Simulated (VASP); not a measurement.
Crystal: Ba.

```
Ba
1.0
    -2.50650    2.50650    2.50650
     2.50650   -2.50650    2.50650
     2.50650    2.50650   -2.50650
Ba
1
Cartesian
  0.0000 0.0000 0.0000
```

```yaml
Program: VASP 6.6.1
Task: relaxation of volume and atoms at fixed shape
Functional: r2SCAN
Potentials_or_basis: VASP PAW PBE potentials, release 64 (Ba_sv)
Cutoff: 550 eV
k_mesh: 6 × 6 × 6
Occupations: fermi-dirac, width 0.02 eV
Spin: no spin polarisation
```

At the start: pressure 0.4 GPa; volume 62.99 Å³/atom.

Question: How do energy, volume and symmetry change on relaxing?

Answer: Over 3 steps the energy falls by 3.6 meV/atom and the volume is 66.15 Å³/atom (+5.0 %); space group Im-3m (No. 229, to 0.1 Å) before and after.

The path:
```csv
step,energy change (eV),largest force (eV/Å),pressure (GPa),volume (Å³)
1,0.0000,0.0000,0.41,62.99
2,-0.0027,0.0000,0.19,64.47
3,-0.0036,0.0000,-0.02,66.15
```

Final structure:
```cif
data_structure
_symmetry_space_group_name_H-M 'P 1'
_symmetry_Int_Tables_number 1
_cell_length_a 4.4129
_cell_length_b 4.4129
_cell_length_c 4.4129
_cell_angle_alpha 109.471
_cell_angle_beta 109.471
_cell_angle_gamma 109.471
_cell_volume 66.15
loop_
_atom_site_label
_atom_site_type_symbol
_atom_site_fract_x
_atom_site_fract_y
_atom_site_fract_z
_atom_site_occupancy
Ba1 Ba 0.00000 0.00000 0.00000 1
```

Caveat: the PAW data sets were made with another functional, which shifts forces and pressure a little.
